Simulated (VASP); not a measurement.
# Cu (P2/m) in VASP: further runs

Aim: see how the results for Cu move with the level of theory and the settings. Levels: BLYP, PBEsol, LDA. Tasks: single point.

Everything below comes from runs of VASP 6.6.1. Logs are shortened: lines on timing, memory, paths and dates and some standing lists are left out, and cuts for length are marked.

### Step 1. The cell of the first run

Symmetry: P2/m, No. 10, monoclinic system. The conventional cell has a = 11.570 Å, b = 2.238 Å, c = 22.224 Å, α = 90.00°, β = 101.93°, γ = 90.00°. Within 3.0 Å of Cu (site symmetry 2/m) lie 2 Cu at 2.24 Å.

### Step 2. Single point, BLYP

INCAR reads:

```
PREC = Accurate
ENCUT = 520
EDIFF = 1E-6
ISMEAR = -1
SIGMA = 0.05
LREAL = False
LASPH = True
NELM = 60
ALGO = Normal
ISIF = 2
LWAVE = False
LCHARG = False
GGA = B5
ALDAX = 1.0
AGGAX = 1.0
AGGAC = 1.0
ALDAC = 0.0
NBANDS = 12
```

KPOINTS reads:

```
regular mesh
0
Gamma
  3 15 2
```

POSCAR reads:

```
Cu
1.0
   11.5702540000      0.0000000000      0.0000000000
    0.0000000000      2.2382120000      0.0000000000
   -4.5956233005      0.0000000000     21.7433887645
Cu
1
Direct
    0.5000000000      0.5000000000      0.5000000000
```

Potentials or basis: VASP PAW PBE potentials, release 64 (Cu).

Started as:

```bash
cat potpaw_PBE.64/Cu/POTCAR > POTCAR
mpirun -np 1 vasp_std > vasp.out
```

OUTCAR:

```text
PREC = Accurate
   ENCUT = 520
   EDIFF = 1E-6
   ISMEAR = -1
   LREAL = False
   LASPH = True
   NELM = 60
   ISIF = 2
   GGA = B5

 ion  position               nearest neighbor table
   1  0.500  0.500  0.500-

  LATTYP: Found a simple monoclinic cell.
 ALAT       =    11.5702540000
 B/A-ratio  =     0.1934453643
 C/A-ratio  =     1.9207652658
 COS(beta)  =    -0.2067889062

  Lattice vectors:

 A1 = (  11.5702540000,   0.0000000000,   0.0000000000)
 A2 = (   0.0000000000,   2.2382120000,   0.0000000000)
 A3 = (  -4.5956233005,   0.0000000000,  21.7433887645)

Analysis of symmetry for initial positions (statically):
=====================================================================
 Subroutine PRICEL returns:
 Original cell was already a primitive cell.

 Routine SETGRP: Setting up the symmetry group for a
 simple monoclinic supercell.

 Subroutine GETGRP returns: Found  4 space group operations
 (whereof  4 operations were pure point group operations)
 out of a pool of  4 trial point group operations.

The static configuration has the point symmetry C_2h.

Analysis of symmetry for dynamics (positions and initial velocities):
=====================================================================
 Subroutine PRICEL returns:
 Original cell was already a primitive cell.

 Routine SETGRP: Setting up the symmetry group for a
 simple monoclinic supercell.

 Subroutine GETGRP returns: Found  4 space group operations
 (whereof  4 operations were pure point group operations)
 out of a pool of  4 trial point group operations.

The dynamic configuration has the point symmetry C_2h.

 Subroutine INISYM returns: Found  4 space group operations
 (whereof  4 operations are pure point group operations),
 and found     1 'primitive' translations

----------------------------------------------------------------------------------------

                                     Primitive cell

  volume of cell :     563.0816

  direct lattice vectors                    reciprocal lattice vectors
    11.570254000  0.000000000  0.000000000     0.086428526  0.000000000  0.018267297
     0.000000000  2.238212000  0.000000000     0.000000000  0.446785202  0.000000000
    -4.595623300  0.000000000 21.743388765     0.000000000  0.000000000  0.045990991

  length of vectors
    11.570254000  2.238212000 22.223742000     0.088337898  0.446785202  0.045990991

  position of ions in fractional coordinates (direct lattice)
     0.500000000  0.500000000  0.500000000

  ion indices of the primitive-cell ions
   primitive index   ion index
                 1           1

----------------------------------------------------------------------------------------

 KPOINTS: regular mesh

Automatic generation of k-mesh.
 Grid dimensions read from file:
 generate k-points for:    3   15    2

 Generating k-lattice:

  Cartesian coordinates                     Fractional coordinates (reciprocal lattice)
     0.028809509  0.000000000  0.006089099     0.333333333  0.000000000  0.000000000
     0.000000000  0.029785680  0.000000000     0.000000000  0.066666667  0.000000000
     0.000000000  0.000000000  0.022995496     0.000000000  0.000000000  0.500000000

  Length of vectors
     0.029445966  0.029785680  0.022995496

  Shift w.r.t. Gamma in fractional coordinates (k-lattice)
     0.000000000  0.000000000  0.000000000

 Subroutine IBZKPT returns following result:
 ===========================================

 Found     32 irreducible k-points:

 Following reciprocal coordinates:
            Coordinates               Weight
  0.000000  0.000000  0.000000      1.000000
  0.333333  0.000000 -0.000000      2.000000
  0.000000  0.066667  0.000000      2.000000
  0.333333  0.066667 -0.000000      4.000000
  0.000000  0.133333  0.000000      2.000000
  0.333333  0.133333 -0.000000      4.000000
[... 16 lines left out ...]
  0.000000  0.200000  0.500000      2.000000
  0.333333  0.200000  0.500000      4.000000
 [... further k-points ...]
   k-points           NKPTS =     32   k-points in BZ     NKDIM =     32   number of bands    NBANDS=     12
   number of dos      NEDOS =    301   number of ions     NIONS =      1
   total plane-waves  NPLWV = 272160
   dimension x,y,z NGX =    90 NGY =   18 NGZ =  168
   dimension x,y,z NGXF=   180 NGYF=   36 NGZF=  336
   ions per type =               1
   NGX,Y,Z   is equivalent  to a cutoff of  12.93, 13.37, 12.57 a.u.
   NGXF,Y,Z  is equivalent  to a cutoff of  25.86, 26.74, 25.13 a.u.
 SYSTEM =  unknown system
   PREC   = accura    normal or accurate (medium, high low for compatibility)
   ISTART =      0    job   : 0-new  1-cont  2-samecut
   ICHARG =      2    charge: 1-file 2-atom 10-const
   ISPIN  =      1    spin polarized calculation?
   LNONCOLLINEAR =      F non collinear calculations
   LSORBIT =      F    spin-orbit coupling
   LASPH  =      T    aspherical Exc in radial PAW
   ENCUT  =  520.0 eV  38.22 Ry    6.18 a.u.  21.51  4.16 41.32*2*pi/ulx,y,z
   NELM   =     60;   NELMIN=  2; NELMDL= -5     # of ELM steps
   EDIFF  = 0.1E-05   stopping-criterion for ELM
   LREAL  =      F    real-space projection
   EDIFFG = 0.1E-04   stopping-criterion for IOM
   NSW    =      0    number of steps for IOM
   IBRION =     -1    ionic relax: 0-MD 1-quasi-New 2-CG
   NFREE  =      0    steps in history (QN), initial steepest desc. (CG)
   ISIF   =      2    stress and relaxation
   ISYM   =      2    0-nonsym 1-usesym 2-fastsym
   POTIM  = 0.5000    time-step for ionic-motion
   TEBEG  =    0.0;   TEEND  =   0.0 temperature during run
   PSTRESS=    0.0 pullay stress
   NELECT =      11.0000    total number of electrons
   NUPDOWN=      -1.0000    fix difference up-down
   EMIN   =  10.00;   EMAX   =-10.00  energy-range for DOS
   EFERMI =   0.00;   METHOD = LEGACY
   ISMEAR =    -1;   SIGMA  =   0.05  broadening in eV -4-tet -1-fermi 0-gaus
   EFERMI_NEDOS =   21; number of points for ismear=-14 and -15
   IALGO  =     38    algorithm
   IMIX   =      4    mixing-type and parameters
     AMIX     =   0.40;   BMIX     =  1.00
     AMIX_MAG =   1.60;   BMIX_MAG =  1.00
  volume/ion in A,a.u.               =     563.08      3799.86
  Fermi-wavevector in a.u.,A,eV,Ry     =   0.440909  0.833197  2.644978  0.194400
  Thomas-Fermi vector in A             =   1.415886
   LORBIT       =      0    0 simple, 1 ext, 2 COOP (PROOUT), +10 PAW based schemes
   GGA     = B5    functional components
   LHFCALC =     F    Hartree Fock is set to
   AEXX    =    0.0000 exact exchange contribution
   IVDW    =     0    specifies the selected vdW correction
   LEPSILON=     F    determine dielectric tensor
   LRPA    =     F    only Hartree local field effects (RPA)
 non-spin polarized calculation
  energy-cutoff  :      520.00
  volume of cell :      563.08
 maximum number of plane-waves:     15244
 NGX is ok and might be reduce to    90
   NGX = 43   NGY =  9   NGZ = 83

 number of electron      11.0000002 magnetization

 Free energy of the ion-electron system (eV)
  ---------------------------------------------------
  ext. energy  EPLUGINS =         0.00000000
  ---------------------------------------------------
  free energy    TOTEN  =        -1.57227911 eV

  energy without entropy =       -1.55278354  energy(sigma->0) =       -1.56253132

 E-fermi :  -4.8310     XC(G=0):  -0.6726

 val. band max:       -4.9101477475   @ k =   0.3333   0.0000  -0.0000
 cond. band min:      -4.8278715422   @ k =   0.0000   0.2667   0.5000
 fundamental gap:      0.0822762053
 Fermi energy:        -4.8309598647

 k-point     1 :       0.0000    0.0000    0.0000
  band No.  band energies     occupation
      1      -8.3371      2.00000
      2      -6.0330      2.00000
      3      -5.7991      2.00000
      4      -5.7990      2.00000
      5      -4.9102      1.65961
      6      -4.9101      1.65947
      7      -1.9746      0.00000
      8      -1.9728      0.00000
      9       0.1274      0.00000
     10       0.4943      0.00000
     11       0.5842      0.00000
     12       1.0749      0.00000

 k-point     2 :       0.3333    0.0000   -0.0000
  band No.  band energies     occupation
      1      -8.3371      2.00000
      2      -6.0329      2.00000
      3      -5.7991      2.00000
      4      -5.7990      2.00000
      5      -4.9102      1.65961
      6      -4.9101      1.65947
      7      -1.9831      0.00000
      8      -1.9734      0.00000
      9       0.3005      0.00000
     10       0.5833      0.00000
     11       0.7371      0.00000
     12       0.7553      0.00000

 k-point     3 :       0.0000    0.0667    0.0000
  band No.  band energies     occupation
      1      -8.1745      2.00000
      2      -5.9669      2.00000
      3      -5.7806      2.00000
      4      -5.7805      2.00000
      5      -5.0353      1.96699
      6      -5.0353      1.96697
      7      -1.7783      0.00000
      8      -1.7762      0.00000
      9       0.2588      0.00000
     10       0.6268      0.00000
     11       0.7204      0.00000
     12       1.2069      0.00000

 k-point     4 :       0.3333    0.0667   -0.0000
  band No.  band energies     occupation
      1      -8.1745      2.00000
      2      -5.9669      2.00000
      3      -5.7806      2.00000
      4      -5.7805      2.00000
      5      -5.0353      1.96700
      6      -5.0353      1.96697
      7      -1.7872      0.00000
      8      -1.7771      0.00000
      9       0.4327      0.00000
     10       0.7170      0.00000
     11       0.8697      0.00000
     12       0.8912      0.00000

 k-point     5 :       0.0000    0.1333    0.0000
  band No.  band energies     occupation
      1      -7.6993      2.00000
      2      -5.7688      2.00000
      3      -5.7284      2.00000
      4      -5.7284      2.00000
      5      -5.3418      1.99993
      6      -5.3417      1.99993
      7      -1.2442      0.00000
      8      -1.2411      0.00000
      9       0.6531      0.00000
     10       1.0244      0.00000
     11       1.1276      0.00000
     12       1.6029      0.00000
[... 228 lines left out ...]
      1      -7.6993      2.00000
      2      -5.7688      2.00000
      3      -5.7284      2.00000
      4      -5.7284      2.00000
      5      -5.3418      1.99993
      6      -5.3417      1.99993
      7      -1.2442      0.00000
      8      -1.2411      0.00000
      9       0.6853      0.00000
     10       0.8756      0.00000
     11       1.3405      0.00000
     12       1.5564      0.00000

 k-point    22 :       0.3333    0.1333    0.5000
  band No.  band energies     occupation
      1      -7.6993      2.00000
      2      -5.7688      2.00000
      3      -5.7284      2.00000
      4      -5.7284      2.00000
      5      -5.3418      1.99993
      6      -5.3417      1.99993
      7      -1.2540      0.00000
      8      -1.2427      0.00000
      9       0.8596      0.00000
     10       1.0111      0.00000
     11       1.2830      0.00000
     12       1.3799      0.00000

 k-point    23 :       0.0000    0.2000    0.5000
  band No.  band energies     occupation
      1      -6.9627      2.00000
      2      -5.7163      2.00000
      3      -5.7162      2.00000
      4      -5.6518      2.00000
      5      -5.6517      2.00000
      6      -5.4244      1.99999
      7      -0.4485      0.00000
      8      -0.4442      0.00000
      9       1.3406      0.00000
     10       1.5458      0.00000
     11       2.0042      0.00000
     12       2.2341      0.00000

 k-point    24 :       0.3333    0.2000    0.5000
  band No.  band energies     occupation
      1      -6.9627      2.00000
      2      -5.7163      2.00000
      3      -5.7162      2.00000
      4      -5.6518      2.00000
      5      -5.6517      2.00000
      6      -5.4243      1.99999
      7      -0.4595      0.00000
      8      -0.4467      0.00000
      9       1.5179      0.00000
     10       1.6793      0.00000
     11       1.9535      0.00000
     12       2.0486      0.00000

 [... further k-points ...]

------------------------ aborting loop because EDIFF is reached ----------------------------------------

  FORCE on cell =-STRESS in cart. coord.  units (eV):
  Direction    XX          YY          ZZ          XY          YZ          ZX
  --------------------------------------------------------------------------------------
  -------------------------------------------------------------------------------------
  Total       -0.0046307      1.3643720      0.0008297      0.0000000      0.0000000     -0.0007536
  in kB       -0.0131761      3.8821475      0.0023609      0.0000000      0.0000000     -0.0021442
  external PRESSURE =       1.2904441 kB  Pullay stress =       0.0000000 kB

 VOLUME and BASIS-vectors are now :
 -----------------------------------------------------------------------------
  energy-cutoff  :      520.00
  volume of cell :      563.08
      direct lattice vectors                 reciprocal lattice vectors
    11.570254000  0.000000000  0.000000000     0.086428526  0.000000000  0.018267297
     0.000000000  2.238212000  0.000000000     0.000000000  0.446785202  0.000000000
    -4.595623300  0.000000000 21.743388765     0.000000000  0.000000000  0.045990991

 POSITION                                       TOTAL-FORCE (eV/Angst)
 -----------------------------------------------------------------------------------
      3.48732      1.11911     10.87169         0.000000      0.000000      0.000000
 -----------------------------------------------------------------------------------
    total drift:                                0.000000     -0.000000     -0.000000

  FREE ENERGIE OF THE ION-ELECTRON SYSTEM (eV)
  ---------------------------------------------------
  free  energy   TOTEN  =        -1.5722791098 eV

  energy  without entropy=       -1.5527835391  energy(sigma->0) =       -1.56253132
```

It took 6.6 min on 1 thread of AMD EPYC 9R45 (Zen 5), shared host; peak memory 0.63 GiB.

Results:

```yaml
Free_energy: -1.5723 eV
Pressure: 0.1 GPa
Band_gap_on_the_k_mesh: zero (an odd number of electrons rules out a gap without spin polarisation)
```

Caveat: the PAW data sets were made with another functional, which shifts forces and pressure a little.

### Step 3. Single point, PBEsol

INCAR reads:

```
ALGO = Normal
EDIFF = 1E-6
ENCUT = 520
GGA = PS
ISIF = 2
ISMEAR = -1
LASPH = True
LCHARG = False
LREAL = False
LWAVE = False
NBANDS = 12
NELM = 60
PREC = Accurate
SIGMA = 0.05
```

KPOINTS reads:

```
k-points
0
Gamma
  3 15 2
```

POSCAR is that of step 2.

Potentials or basis: VASP PAW PBE potentials, release 64 (Cu).

Started as:

```bash
cat potpaw_PBE.64/Cu/POTCAR > POTCAR
mpirun -np 1 vasp_std > vasp.out
```

Wall time 3 min (1 thread of AMD EPYC 9R45 (Zen 5), shared host); peak memory 0.66 GiB.

Results (log left out):

| Item | Value |
| --- | --- |
| Free energy | -1.9367 eV |
| Pressure | 0.0 GPa |
| Band gap on the k mesh | zero (an odd number of electrons rules out a gap without spin polarisation) |

Stress tensor (GPa, compression positive):
```
0.00 0.00 0.00
0.00 0.10 0.00
0.00 0.00 0.00
```

Levels at points of the mesh, in eV from the Fermi level:
```
           k point  band 4  band 5  band 6  band 7  band 8  band 9
(0.00, 0.00, 0.00)   -0.95   -0.07   -0.07    2.93    2.94    5.08
(0.00, 0.00, 0.50)   -0.95   -0.07   -0.07    2.93    2.94    5.10
```

Caveat: the PAW data sets were made with another functional, which shifts forces and pressure a little.

### Step 4. Single point, LDA

INCAR reads:

```
SYSTEM = Cu
PREC = Accurate
ENCUT = 520
EDIFF = 1E-6
ISMEAR = -1
SIGMA = 0.05
LREAL = .FALSE.
LASPH = .TRUE.
NELM = 60
ALGO = Normal
ISIF = 2
LWAVE = .FALSE.
LCHARG = .FALSE.
NBANDS = 12
```

KPOINTS reads:

```
Automatic mesh
0
G
  3 15 2
  0 0 0
```

POSCAR is that of step 3.

Potentials or basis: VASP PAW LDA potentials, release 64 (Cu).

Started as:

```bash
cat potpaw_LDA.64/Cu/POTCAR > POTCAR
mpirun -np 1 vasp_std > vasp.out
```

OUTCAR:

```text
SYSTEM = Cu
   PREC = Accurate
   ENCUT = 520
   EDIFF = 1E-6
   ISMEAR = -1
   LREAL = .FALSE.
   LASPH = .TRUE.
   NELM = 60
   ISIF = 2

 ion  position               nearest neighbor table
   1  0.500  0.500  0.500-

  LATTYP: Found a simple monoclinic cell.
 ALAT       =    11.5702540000
 B/A-ratio  =     0.1934453643
 C/A-ratio  =     1.9207652658
 COS(beta)  =    -0.2067889062

  Lattice vectors:

 A1 = (  11.5702540000,   0.0000000000,   0.0000000000)
 A2 = (   0.0000000000,   2.2382120000,   0.0000000000)
 A3 = (  -4.5956233005,   0.0000000000,  21.7433887645)

Analysis of symmetry for initial positions (statically):
=====================================================================
 Subroutine PRICEL returns:
 Original cell was already a primitive cell.

 Routine SETGRP: Setting up the symmetry group for a
 simple monoclinic supercell.

 Subroutine GETGRP returns: Found  4 space group operations
 (whereof  4 operations were pure point group operations)
 out of a pool of  4 trial point group operations.

The static configuration has the point symmetry C_2h.

[... 168 lines left out ...]
      2      -6.4622      2.00000
      3      -6.2541      2.00000
      4      -6.2541      2.00000
      5      -5.3714      1.68208
      6      -5.3714      1.68207
      7      -2.3381      0.00000
      8      -2.3328      0.00000
      9       0.0321      0.00000
     10       0.4368      0.00000
     11       0.5265      0.00000
     12       0.9636      0.00000
[... 331 lines left out ...]
 k-point    24 :       0.3333    0.2000    0.5000
  band No.  band energies     occupation
      1      -7.4872      2.00000
      2      -6.1875      2.00000
      3      -6.1875      2.00000
      4      -6.1066      2.00000
      5      -6.1066      2.00000
      6      -5.8594      1.99998
      7      -0.7957      0.00000
      8      -0.7916      0.00000
      9       1.4052      0.00000
     10       1.6292      0.00000
     11       1.8802      0.00000
     12       1.9713      0.00000

 [... further k-points ...]

------------------------ aborting loop because EDIFF is reached ----------------------------------------

  FORCE on cell =-STRESS in cart. coord.  units (eV):
  Direction    XX          YY          ZZ          XY          YZ          ZX
  --------------------------------------------------------------------------------------
  -------------------------------------------------------------------------------------
  Total       -0.0076856     -0.2578074     -0.0050430      0.0000000      0.0000000     -0.0004906
  in kB       -0.0218684     -0.7335583     -0.0143493      0.0000000      0.0000000     -0.0013959
  external PRESSURE =      -0.2565920 kB  Pullay stress =       0.0000000 kB

 VOLUME and BASIS-vectors are now :
 -----------------------------------------------------------------------------
  energy-cutoff  :      520.00
  volume of cell :      563.08
      direct lattice vectors                 reciprocal lattice vectors
    11.570254000  0.000000000  0.000000000     0.086428526  0.000000000  0.018267297
     0.000000000  2.238212000  0.000000000     0.000000000  0.446785202  0.000000000
    -4.595623300  0.000000000 21.743388765     0.000000000  0.000000000  0.045990991

 POSITION                                       TOTAL-FORCE (eV/Angst)
 -----------------------------------------------------------------------------------
      3.48732      1.11911     10.87169         0.000000      0.000000      0.000000
 -----------------------------------------------------------------------------------
    total drift:                                0.000000     -0.000000     -0.000000

  FREE ENERGIE OF THE ION-ELECTRON SYSTEM (eV)
  ---------------------------------------------------
  free  energy   TOTEN  =        -2.1207709230 eV

  energy  without entropy=       -2.1014861591  energy(sigma->0) =       -2.11112854
```

Run time: 2.9 min. Hardware: 1 thread of AMD EPYC 9R45 (Zen 5), shared host; peak memory 0.51 GiB.

What came out:

```
Free energy            : -2.1208 eV
Pressure               : 0.0 GPa
Band gap on the k mesh : zero (an odd number of electrons rules out a gap without spin polarisation)
```

Levels at points of the mesh, in eV from the Fermi level:
```
           k point  band 2  band 3  band 4  band 5  band 6  band 7  band 8  band 9
(0.00, 0.00, 0.00)   -1.17   -0.97   -0.97   -0.08   -0.08    2.95    2.96    5.32
(0.00, 0.00, 0.50)   -1.17   -0.97   -0.97   -0.08   -0.08    2.95    2.96    5.34
```

### Step 5. Overview

```csv
level,potentials or basis,gap on the mesh (eV),pressure (GPa)
BLYP,"VASP PAW PBE potentials, release 64 (Cu)",none,0.1
PBEsol,"VASP PAW PBE potentials, release 64 (Cu)",none,0.0
LDA,"VASP PAW LDA potentials, release 64 (Cu)",none,0.0
```

Alike in all rows: task single point; no spin polarisation; cell as given; k mesh 3 × 15 × 2; cutoff (eV) 520; smearing fermi-dirac 0.05 eV.

Caveats: the PAW data sets were made with another functional, which shifts forces and pressure a little (at least some runs).

Total energies depend on the potentials used, so only differences within one code and one set of settings carry meaning.
